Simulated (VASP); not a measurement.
# Co (P6_3/mmc) in VASP: notebook

The runs below take Co through single point, with PBE.

Program: VASP 6.6.1. These are calculated values, not measurements. Logs are shortened: lines on timing, memory, paths and dates and some standing lists are left out, and cuts for length are marked.

## (1) The cell of the first run

Symmetry: P6_3/mmc, No. 194, hexagonal system. Conventional cell: a = 2.390 Å, b = 2.390 Å, c = 3.861 Å, α = 90.00°, β = 90.00°, γ = 120.00°. Co (site symmetry -6m2) has 12 Co at 2.37 to 2.39 Å within 3.1 Å.

## (2) Single point, PBE, collinear spin, ferromagnetic start (9.55 Å³/atom)

Contents of INCAR:

```
PREC = Accurate
ENCUT = 520
EDIFF = 1E-7
ISMEAR = 0
SIGMA = 0.1
LREAL = False
LASPH = True
NELM = 150
ALGO = Normal
ISIF = 2
LWAVE = False
LCHARG = False
ISPIN = 2
MAGMOM = 1.84 1.84
LORBIT = 11
LMAXMIX = 4
GGA = PE
NBANDS = 20
```

Contents of KPOINTS:

```
Automatic mesh
0
Gamma
  18 18 10
```

Contents of POSCAR:

```
Co
1.0
    2.3897649871      0.0000000000      0.0000000000
   -1.1948824935      2.0695971880      0.0000000000
    0.0000000000      0.0000000000      3.8606976455
Co
2
Direct
    0.3333333333      0.6666666667      0.2500000000
    0.6666666667      0.3333333333      0.7500000000
```

Potentials or basis: VASP PAW PBE potentials, release 64 (Co).

The run is started by

```sh
$ cat potpaw_PBE.64/Co/POTCAR > POTCAR
$ mpirun -np 1 vasp_std > vasp.out
```

OUTCAR:

```text
PREC = Accurate
   ENCUT = 520
   EDIFF = 1E-7
   ISMEAR = 0
   LREAL = False
   LASPH = True
   NELM = 150
   ISIF = 2
   ISPIN = 2
   LORBIT = 11
   GGA = PE

 ion  position               nearest neighbor table
   1  0.333  0.667  0.250-   2 2.37   2 2.37   2 2.37   2 2.37   2 2.37   2 2.37
   2  0.667  0.333  0.750-   1 2.37   1 2.37   1 2.37   1 2.37   1 2.37   1 2.37

  LATTYP: Found a hexagonal cell.
 ALAT       =     2.3897649871
 C/A-ratio  =     1.6155135197

  Lattice vectors:

 A1 = (   2.3897649871,   0.0000000000,   0.0000000000)
 A2 = (  -1.1948824935,   2.0695971880,   0.0000000000)
 A3 = (   0.0000000000,   0.0000000000,   3.8606976455)

Analysis of symmetry for initial positions (statically):
=====================================================================
 Subroutine PRICEL returns:
 Original cell was already a primitive cell.

 Routine SETGRP: Setting up the symmetry group for a
 hexagonal supercell.

 Subroutine GETGRP returns: Found 24 space group operations
 (whereof 12 operations were pure point group operations)
 out of a pool of 24 trial point group operations.

The static configuration has the point symmetry D_3d.
 The point group associated with its full space group is D_6h.

Analysis of symmetry for dynamics (positions and initial velocities):
=====================================================================
 Subroutine PRICEL returns:
 Original cell was already a primitive cell.

 Routine SETGRP: Setting up the symmetry group for a
 hexagonal supercell.

 Subroutine GETGRP returns: Found 24 space group operations
 (whereof 12 operations were pure point group operations)
 out of a pool of 24 trial point group operations.

The dynamic configuration has the point symmetry D_3d.
 The point group associated with its full space group is D_6h.

Analysis of structural, dynamic, and magnetic symmetry:
=====================================================================
 Subroutine PRICEL returns:
 Original cell was already a primitive cell.

 Routine SETGRP: Setting up the symmetry group for a
 hexagonal supercell.

 Subroutine GETGRP returns: Found 24 space group operations
 (whereof 12 operations were pure point group operations)
 out of a pool of 24 trial point group operations.

The overall configuration has the point symmetry D_3d.
 The point group associated with its full space group is D_6h.

 Subroutine INISYM returns: Found 24 space group operations
 (whereof 12 operations are pure point group operations),
 and found     1 'primitive' translations

[... 116 lines left out ...]
  Fermi-wavevector in a.u.,A,eV,Ry     =   1.605203  3.033395 35.057831  2.576678
  Thomas-Fermi vector in A             =   2.701587
   LORBIT       =     11    0 simple, 1 ext, 2 COOP (PROOUT), +10 PAW based schemes
   GGA     = PE    functional components
   LHFCALC =     F    Hartree Fock is set to
   AEXX    =    0.0000 exact exchange contribution
   IVDW    =     0    specifies the selected vdW correction
   LEPSILON=     F    determine dielectric tensor
   LRPA    =     F    only Hartree local field effects (RPA)
 spin polarized calculation
 Gauss-broadening in eV      SIGMA  =   0.10
  energy-cutoff  :      520.00
  volume of cell :       19.09
 maximum number of plane-waves:       543
 NGX is ok and might be reduce to    18
   NGX =  9   NGY =  9   NGZ = 15

 number of electron      18.0000024 magnetization       3.0414524

 Free energy of the ion-electron system (eV)
  ---------------------------------------------------
  ext. energy  EPLUGINS =         0.00000000
  ---------------------------------------------------
  free energy    TOTEN  =       -13.82293826 eV

  energy without entropy =      -13.81429091  energy(sigma->0) =      -13.81861458

 E-fermi :  12.1655     XC(G=0): -14.1742

 val. band max:       12.1646111345   @ k =   0.1667   0.1111   0.0000
 cond. band min:      12.1689408783   @ k =   0.3333   0.2778   0.4000
 fundamental gap:      0.0043297437
 Fermi energy:        12.1655418434

 spin component 1

 k-point     1 :       0.0000    0.0000    0.0000
  band No.  band energies     occupation
      1       2.5126      1.00000
      2       6.4190      1.00000
      3       9.3937      1.00000
      4       9.4099      1.00000
      5       9.4099      1.00000
      6       9.7988      1.00000
[... 541 lines left out ...]
     19      36.9813      0.00000
     20      39.5547      0.00000

 [... further k-points ...]

 spin component 2

 k-point     1 :       0.0000    0.0000    0.0000
  band No.  band energies     occupation
      1       2.5346      1.00000
      2       7.3173      1.00000
      3      10.9422      1.00000
      4      10.9545      1.00000
      5      10.9545      1.00000
      6      11.3993      1.00000
[... 541 lines left out ...]
     19      37.3100      0.00000
     20      39.9493      0.00000

 [... further k-points ...]

------------------------ aborting loop because EDIFF is reached ----------------------------------------

  FORCE on cell =-STRESS in cart. coord.  units (eV):
  Direction    XX          YY          ZZ          XY          YZ          ZX
  --------------------------------------------------------------------------------------
  -------------------------------------------------------------------------------------
  Total        4.3097610      4.3097610      4.2857157      0.0000000     -0.0000000      0.0000000
  in kB      361.6237636    361.6237636    359.6061686      0.0000000     -0.0000000      0.0000000
  external PRESSURE =     360.9512319 kB  Pullay stress =       0.0000000 kB

 VOLUME and BASIS-vectors are now :
 -----------------------------------------------------------------------------
  energy-cutoff  :      520.00
  volume of cell :       19.09
      direct lattice vectors                 reciprocal lattice vectors
     2.389764987  0.000000000  0.000000000     0.418451189  0.241592907  0.000000000
    -1.194882493  2.069597188  0.000000000     0.000000000  0.483185813  0.000000000
     0.000000000  0.000000000  3.860697646     0.000000000  0.000000000  0.259020543

 POSITION                                       TOTAL-FORCE (eV/Angst)
 -----------------------------------------------------------------------------------
     -0.00000      1.37973      0.96517         0.000000      0.000000      0.000000
      1.19488      0.68987      2.89552        -0.000000     -0.000000      0.000000
 -----------------------------------------------------------------------------------
    total drift:                                0.000000      0.000000     -0.000000

  FREE ENERGIE OF THE ION-ELECTRON SYSTEM (eV)
  ---------------------------------------------------
  free  energy   TOTEN  =       -13.8229382553 eV

  energy  without entropy=      -13.8142909121  energy(sigma->0) =      -13.81861458

 total charge

# of ion       s       p       d       tot
------------------------------------------
    1        0.547   0.644   7.365   8.556
    2        0.547   0.644   7.365   8.556
--------------------------------------------------
tot          1.095   1.288  14.730  17.112

 magnetization (x)

# of ion       s       p       d       tot
------------------------------------------
    1       -0.016  -0.056   1.588   1.516
    2       -0.016  -0.056   1.588   1.516
--------------------------------------------------
tot         -0.033  -0.112   3.176   3.031
```

OSZICAR:

```text
N       E                     dE             d eps       ncg     rms          rms(c)
DAV:   1     0.840969180575E+02    0.84097E+02   -0.78707E+03 19068   0.123E+03
DAV:   2    -0.111360510621E+02   -0.95233E+02   -0.85585E+02 18092   0.220E+02
DAV:   3    -0.157170353465E+02   -0.45810E+01   -0.43789E+01 20068   0.572E+01
DAV:   4    -0.157852891299E+02   -0.68254E-01   -0.68200E-01 21956   0.620E+00
DAV:   5    -0.157872395640E+02   -0.19504E-02   -0.19503E-02 20776   0.997E-01    0.172E+01
DAV:   6    -0.140751701905E+02    0.17121E+01   -0.55952E+00 20312   0.510E+01    0.615E+00
DAV:   7    -0.138647550627E+02    0.21042E+00   -0.73242E-01 21832   0.165E+01    0.419E+00
DAV:   8    -0.138368340911E+02    0.27921E-01   -0.14780E-02 23652   0.133E+00    0.220E+00
DAV:   9    -0.138220089411E+02    0.14825E-01   -0.20348E-03 31032   0.827E-01    0.548E-01
DAV:  10    -0.138229200722E+02   -0.91113E-03   -0.72663E-04 25536   0.403E-01    0.131E-01
DAV:  11    -0.138229372981E+02   -0.17226E-04   -0.38714E-05 24324   0.834E-02    0.282E-02
DAV:  12    -0.138229378002E+02   -0.50215E-06   -0.65537E-06 20024   0.229E-02    0.140E-02
DAV:  13    -0.138229386356E+02   -0.83539E-06   -0.15076E-06 26644   0.141E-02    0.671E-03
DAV:  14    -0.138229385304E+02    0.10517E-06   -0.28329E-07 19520   0.554E-03    0.303E-03
DAV:  15    -0.138229382102E+02    0.32021E-06   -0.29497E-08  9560   0.335E-03    0.159E-03
DAV:  16    -0.138229382553E+02   -0.45091E-07   -0.98289E-09  9208   0.150E-03
   1 F= -.13822938E+02 E0= -.13818615E+02  d E =-.864734E-02  mag=     3.0414
```

Wall time 76 s (1 thread of Intel Xeon 6975P-C (Granite Rapids), shared host); peak memory 0.23 GiB.

What came out:

| Item | Value |
| --- | --- |
| Free energy | -13.8229 eV |
| Pressure | 36.1 GPa |
| Net moment | 3.04 μB per cell |
| Site moments | Co +1.52 μB |
| Valence electrons inside the program's atomic spheres | Co 8.56 |

Caveat: the cell stands under pressure.

## (3) Single point, PBE, collinear spin, ferromagnetic start (9.87 Å³/atom)

This run uses another cell than the first one, of 9.87 Å³/atom.

Contents of INCAR:

```
SYSTEM = Co
  PREC = Accurate
  ENCUT = 520
  EDIFF = 1E-6
  ISMEAR = 0
  SIGMA = 0.1
  LREAL = .False.
  LASPH = .True.
  NELM = 150
  ALGO = Normal
  ISIF = 2
  LWAVE = .False.
  LCHARG = .False.
  ISPIN = 2
  MAGMOM = 1.84 1.84
  LORBIT = 11
  LMAXMIX = 4
  GGA = PE
  NBANDS = 20
```

Contents of KPOINTS:

```
regular mesh
0
Gamma
  18 18 10
  0 0 0
```

Contents of POSCAR:

```
Co
1.0
    2.4164848367      0.0000000000      0.0000000000
   -1.2082424183      2.0927372565      0.0000000000
    0.0000000000      0.0000000000      3.9045118938
Co
2
Direct
    0.3333333333      0.6666666667      0.2500000000
    0.6666666667      0.3333333333      0.7500000000
```

Potentials or basis: VASP PAW PBE potentials, release 64 (Co).

The run is started by

```sh
$ cat potpaw_PBE.64/Co/POTCAR > POTCAR
$ mpirun -np 1 vasp_std > vasp.out
```

It took 72 s on 1 thread of Intel Xeon 6975P-C (Granite Rapids), shared host; peak memory 0.22 GiB.

Results (log left out):

```
Free energy                                           : -13.9451 eV
Pressure                                              : 24.4 GPa
Net moment                                            : 3.09 μB per cell
Site moments                                          : Co +1.54 μB
Valence electrons inside the program's atomic spheres : Co 8.47
```

Stress tensor (GPa, compression positive):
```
24.43  0.00  0.00
 0.00 24.43  0.00
 0.00  0.00 24.22
```

Levels at points of the mesh, in eV from the Fermi level:
Spin up:
| k point | band 7 | band 8 | band 9 | band 10 | band 11 | band 12 | band 13 | band 14 |
| --- | --- | --- | --- | --- | --- | --- | --- | --- |
| (0.00, 0.00, 0.00) | -2.34 | -1.94 | -1.94 | -0.66 | -0.66 | -0.09 | 7.28 | 22.78 |
| (0.50, 0.00, 0.00) | -2.23 | -0.51 | -0.40 | -0.34 | 1.61 | 3.85 | 10.51 | 11.28 |
| (0.00, 0.00, 0.50) | -2.78 | -2.78 | -1.02 | -1.02 | -1.02 | -1.02 | 16.19 | 16.19 |
| (0.50, 0.00, 0.50) | -0.97 | -0.97 | -0.41 | -0.41 | 1.80 | 1.80 | 8.19 | 8.19 |
Spin down:
| k point | band 3 | band 4 | band 5 | band 6 | band 7 | band 8 | band 9 | band 10 | band 11 | band 12 |
| --- | --- | --- | --- | --- | --- | --- | --- | --- | --- | --- |
| (0.00, 0.00, 0.00) | -1.15 | -1.14 | -1.14 | -0.71 | -0.71 | -0.24 | -0.24 | -0.12 | 1.15 | 1.15 |
| (0.50, 0.00, 0.00) | -3.72 | -2.02 | -1.32 | -1.20 | -0.72 | 1.31 | 1.46 | 1.50 | 2.84 | 4.80 |
| (0.00, 0.00, 0.50) | -1.77 | -1.77 | -1.21 | -1.21 | -1.21 | -1.21 | 0.77 | 0.77 | 0.77 | 0.77 |
| (0.50, 0.00, 0.50) | -2.73 | -2.73 | -0.12 | -0.12 | 0.27 | 0.27 | 1.42 | 1.42 | 2.45 | 2.45 |

Caveat: the cell stands under pressure.

## (4) Single point, PBE, collinear spin, ferromagnetic start (10.20 Å³/atom)

This run uses another cell than the first one, of 10.20 Å³/atom.

Contents of INCAR:

```
PREC = Accurate ; ENCUT = 520
EDIFF = 1E-6 ; ISMEAR = 0
SIGMA = 0.1 ; LREAL = F
LASPH = T ; NELM = 150
ALGO = Normal ; ISIF = 2
LWAVE = F ; LCHARG = F
ISPIN = 2 ; MAGMOM = 1.84 1.84
LORBIT = 11 ; LMAXMIX = 4
GGA = PE ; NBANDS = 20
```

Contents of KPOINTS:

```
Automatic mesh
0
Gamma
  18 18 10
```

Contents of POSCAR:

```
Co
1.0
    2.4425826995      0.0000000000      0.0000000000
   -1.2212913497      2.1153386686      0.0000000000
    0.0000000000      0.0000000000      3.9475060709
Co
2
Direct
    0.3333333333      0.6666666667      0.2500000000
    0.6666666667      0.3333333333      0.7500000000
```

The run is started by

```sh
$ cat potpaw_PBE.64/Co/POTCAR > POTCAR
$ mpirun -np 1 vasp_std > vasp.out
```

Run time: 67 s. Hardware: 1 thread of Intel Xeon 6975P-C (Granite Rapids), shared host; peak memory 0.23 GiB.

Results (log left out):

| Item | Value |
| --- | --- |
| Free energy | -14.0235 eV |
| Pressure | 14.5 GPa |
| Net moment | 3.12 μB per cell |
| Site moments | Co +1.57 μB |
| Valence electrons inside the program's atomic spheres | Co 8.40 |

Stress tensor (GPa, compression positive):
```
14.54  0.00  0.00
 0.00 14.54  0.00
 0.00  0.00 14.40
```

Levels at points of the mesh, in eV from the Fermi level:
Spin up:
```csv
k point,band 6,band 7,band 8,band 9,band 10,band 11,band 12,band 13,band 14,band 15
"(0.00, 0.00, 0.00)",-2.31,-2.31,-1.93,-1.93,-0.72,-0.72,-0.08,6.95,22.51,25.71
"(0.50, 0.00, 0.00)",-2.58,-2.21,-0.58,-0.47,-0.41,1.50,3.66,10.22,10.95,13.34
"(0.00, 0.00, 0.50)",-2.73,-2.73,-2.73,-1.06,-1.06,-1.06,-1.06,15.78,15.78,23.28
"(0.50, 0.00, 0.50)",-1.79,-1.00,-1.00,-0.48,-0.48,1.73,1.73,7.86,7.86,19.19
```
Spin down:
| k point | band 4 | band 5 | band 6 | band 7 | band 8 | band 9 | band 10 | band 11 |
| --- | --- | --- | --- | --- | --- | --- | --- | --- |
| (0.00, 0.00, 0.00) | -1.07 | -1.07 | -0.67 | -0.67 | -0.22 | -0.22 | -0.13 | 1.11 |
| (0.50, 0.00, 0.00) | -1.96 | -1.25 | -1.14 | -0.69 | 1.26 | 1.40 | 1.44 | 2.73 |
| (0.00, 0.00, 0.50) | -1.68 | -1.14 | -1.14 | -1.14 | -1.14 | 0.75 | 0.75 | 0.75 |
| (0.50, 0.00, 0.50) | -2.60 | -0.10 | -0.10 | 0.26 | 0.26 | 1.37 | 1.37 | 2.36 |

Caveat: the cell stands under pressure.

## (5) Single point, PBE, collinear spin, ferromagnetic start

This run uses another cell than the first one, of 10.85 Å³/atom.

Contents of INCAR:

```
ALGO = Normal ; EDIFF = 1E-6
ENCUT = 520 ; GGA = PE
ISIF = 2 ; ISMEAR = 0
ISPIN = 2 ; LASPH = True
LCHARG = True ; LELF = True
LMAXMIX = 4 ; LORBIT = 11
LREAL = False ; LVHAR = True
LWAVE = False ; MAGMOM = 1.93 1.93
NBANDS = 20 ; NELM = 150
PREC = Accurate ; SIGMA = 0.1
```

Contents of KPOINTS:

```
k-points
0
Gamma
  18 18 10
```

Contents of POSCAR:

```
Co
1.0
    2.4922744457      0.0000000000      0.0000000000
   -1.2461372229      2.1583729832      0.0000000000
    0.0000000000      0.0000000000      4.0336832383
Co
2
Direct
    0.3333333333      0.6666666667      0.2500000000
    0.6666666667      0.3333333333      0.7500000000
```

The run is started by

```sh
$ cat potpaw_PBE.64/Co/POTCAR > POTCAR
$ mpirun -np 1 vasp_std > vasp.out
```

Wall time 4.8 min (1 thread of AMD EPYC 7R43 (Zen 3), shared host); peak memory 0.21 GiB.

The run converged. Its results:

```
Free energy                                           : -14.0762 eV
Pressure                                              : -0.7 GPa
Net moment                                            : 3.19 μB per cell
Site moments                                          : Co +1.61 μB
Valence electrons inside the program's atomic spheres : Co 8.27
```

Stress tensor (GPa, compression positive):
```
-0.68  0.00  0.00
 0.00 -0.68  0.00
 0.00  0.00 -0.81
```

Levels at points of the mesh, in eV from the Fermi level:
Spin up:
| k point | band 9 | band 10 | band 11 | band 12 | band 13 | band 14 |
| --- | --- | --- | --- | --- | --- | --- |
| (0.00, 0.00, 0.00) | -1.92 | -0.83 | -0.83 | -0.08 | 6.35 | 21.99 |
| (0.50, 0.00, 0.00) | -0.61 | -0.54 | 1.31 | 3.32 | 9.69 | 10.34 |
| (0.00, 0.00, 0.50) | -1.14 | -1.14 | -1.14 | -1.14 | 15.01 | 15.01 |
| (0.50, 0.00, 0.50) | -0.60 | -0.60 | 1.61 | 1.61 | 7.26 | 7.26 |
Spin down:
| k point | band 4 | band 5 | band 6 | band 7 | band 8 | band 9 | band 10 | band 11 |
| --- | --- | --- | --- | --- | --- | --- | --- | --- |
| (0.00, 0.00, 0.00) | -0.96 | -0.96 | -0.60 | -0.60 | -0.17 | -0.17 | -0.15 | 1.05 |
| (0.50, 0.00, 0.00) | -1.85 | -1.11 | -1.03 | -0.62 | 1.17 | 1.30 | 1.34 | 2.53 |
| (0.00, 0.00, 0.50) | -1.54 | -1.02 | -1.02 | -1.02 | -1.02 | 0.71 | 0.71 | 0.71 |
| (0.50, 0.00, 0.50) | -2.37 | -0.06 | -0.06 | 0.25 | 0.25 | 1.27 | 1.27 | 2.20 |

## (6) Overview

| cell | gap on the mesh (eV) | pressure (GPa) | moment (μB) |
| --- | --- | --- | --- |
| a = 2.390, b = 2.390, c = 3.861 Å, angles 90.0, 90.0, 120.0°, 2 atoms | none | 36.1 | 3.04 |
| a = 2.416, b = 2.416, c = 3.905 Å, angles 90.0, 90.0, 120.0°, 2 atoms | none | 24.4 | 3.09 |
| a = 2.443, b = 2.443, c = 3.948 Å, angles 90.0, 90.0, 120.0°, 2 atoms | none | 14.5 | 3.12 |
| a = 2.492, b = 2.492, c = 4.034 Å, angles 90.0, 90.0, 120.0°, 2 atoms | none | -0.7 | 3.19 |

Alike in all rows: task single point; level PBE; potentials or basis VASP PAW PBE potentials, release 64 (Co); spin collinear, ferromagnetic start; k mesh 18 × 18 × 10; cutoff (eV) 520; smearing gaussian 0.1 eV.

Caveats: the cell stands under pressure (at least some runs).

Absolute energies hang on the potentials; compare differences alone.
